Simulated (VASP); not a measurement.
Input of a VASP 6.6.1 run:

The input POSCAR:

```
ZnS
1.0
    3.8109987816      0.0000000000      0.0000000000
   -1.9054993908      3.3004217586      0.0000000000
    0.0000000000      0.0000000000      6.2340000000
Zn S
2 2
Direct
    0.3333333333      0.6666666667      0.0000000000
    0.6666666667      0.3333333333      0.5000000000
    0.3333333333      0.6666666667      0.4331231954
    0.6666666667      0.3333333333      0.8850000000
```

File INCAR.step1:

```
  PREC = Accurate
  ENCUT = 520
  ISMEAR = 0
  SIGMA = 0.05
  LREAL = False
  LASPH = True
  NELM = 100
  NBANDS = 26
  GGA = PE
  ALGO = Normal
  EDIFF = 1E-4
  LWAVE = True
  LCHARG = False
```

INCAR.step2

```
  PREC = Accurate
  ENCUT = 520
  EDIFF = 1E-7
  ISMEAR = 0
  SIGMA = 0.05
  LREAL = False
  LASPH = True
  NELM = 100
  ALGO = Normal
  ISIF = 2
  LWAVE = False
  LCHARG = True
  METAGGA = R2SCAN
  LMIXTAU = True
  LELF = True
  LVHAR = True
  NBANDS = 26
  ISTART = 1
```

Contents of KPOINTS:

```
Automatic mesh
0
Gamma
  6 6 4
```

Potentials or basis: VASP PAW PBE potentials, release 64 (Zn, S).

Command:

```console
$ cat potpaw_PBE.64/Zn/POTCAR potpaw_PBE.64/S/POTCAR > POTCAR
$ cp INCAR.step1 INCAR
$ mpirun -np 1 vasp_std > vasp.out
$ cp INCAR.step2 INCAR
$ mpirun -np 1 vasp_std > vasp.out
```

Problem. What does it give for the largest force?

Solution. 1.856 eV/Å.

Problem. Predict the band gap on the k mesh.

Solution. 2.82 eV.

Forces in eV/Å, atoms in the order of the input:
```
Zn   0.000  0.000  0.532
Zn   0.000  0.000  0.538
S    0.000  0.000 -1.856
S    0.000  0.000  0.786
```

Caveat: the cell differs from its parent crystal (atom 3 (S) moved +0.300 Å along Cartesian [0 0 1]); the PAW data sets were made with another functional, which shifts forces and pressure a little.
